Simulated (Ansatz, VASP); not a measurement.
# One calculation of YCrC4N4, two programs

```
Y Cr C N
1.0
     7.79713    0.00000    0.00000
     0.00000    7.79713    0.00000
     0.00000    0.00000    3.93332
Y Cr C N
1 1 4 4
Direct
  0.50000 0.50000 0.00000
  0.00000 0.00000 0.00000
  0.18394 0.81606 0.00000
  0.81606 0.18394 0.00000
  0.18394 0.18394 0.00000
  0.81606 0.81606 0.00000
  0.29059 0.70941 0.00000
  0.70941 0.29059 0.00000
  0.29059 0.29059 0.00000
  0.70941 0.70941 0.00000
```

Alike in both runs: functional PBE; k mesh 2 × 2 × 4; occupations gaussian, width 0.1 eV; collinear spin.

Ansatz relaxed the structure, and its values are those at the end. VASP's run is a single point on that final structure, the one shown.

|  | VASP | Ansatz |
| --- | --- | --- |
| version | VASP 6.6.1 | Ansatz 0.2.0 |
| potentials or method | VASP PAW PBE potentials, release 64 (Y_sv, Cr_pv, C, N), cutoff 520 eV | scalar-relativistic, plane waves, PAW |
| valence electrons in the cell | 59 | 61 |

|  | VASP | Ansatz | Ansatz less VASP |
| --- | --- | --- | --- |
| gap on the k mesh at the Fermi level (eV) | none | none | - |
| pressure (GPa) | 0.4 | 0.1 | -0.29 |
| rms of the force components (eV/Å) | 0.174 | 0.009 | -0.1659 |
| net moment per atom (μB) | 0.38 | 0.38 | 0.000 |
| size of the moment on the site where the two differ most (μB) | 3.18 | 2.61 | -0.565 |

Site moments also hang on the region over which each program counts them. A gap of «none» marks a metal or a gap that the smearing closes. VASP's potentials hold 59 valence electrons a cell and Ansatz's 61, so a difference there can come from the potentials and not from the codes.

The k mesh is coarse, so the values compare programs but aren't converged. Noted on VASP's run: the standard files for N, O and F lose accuracy on very short bonds.
